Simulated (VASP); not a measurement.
A run of VASP 6.6.1:

The input INCAR:

```
SYSTEM = Al
ALGO = Normal ; EDIFF = 1E-6
ENCUT = 520 ; GGA = CA
ISIF = 2 ; ISMEAR = 0
LASPH = .TRUE. ; LCHARG = .FALSE.
LREAL = .FALSE. ; LWAVE = .FALSE.
NBANDS = 14 ; NELM = 60
PREC = Accurate ; SIGMA = 0.15
```

The input KPOINTS:

```
k-points
0
G
  9 9 3
  0 0 0
```

Contents of POSCAR:

```
Al
1.0
    2.5751340111      0.0000000000      0.0000000000
   -1.2875670055      2.2301314718      0.0000000000
    0.0000000000      0.0000000000      8.4543747928
Al
4
Direct
    0.0000000000      0.0000000000      0.0000000000
    0.0000000000      0.0000000000      0.5000000000
    0.3333333333      0.6666666667      0.2500000000
    0.6666666667      0.3333333333      0.7500000000
```

Potentials or basis: VASP PAW LDA potentials, release 64 (Al).

Launch:

```bash
$ cat potpaw_LDA.64/Al/POTCAR > POTCAR
$ mpirun -np 1 vasp_std > vasp.out
```

Hardware: 1 thread of Intel(R) Xeon(R) 6975P-C (Granite Rapids) (shared host).

Problem. How long does it take, and how much memory?

Solution. It took 4.9 s on 1 thread of Intel(R) Xeon(R) 6975P-C (Granite Rapids) (shared host), peak memory 0.13 GiB. Counts: scf iterations 10, k points 24.
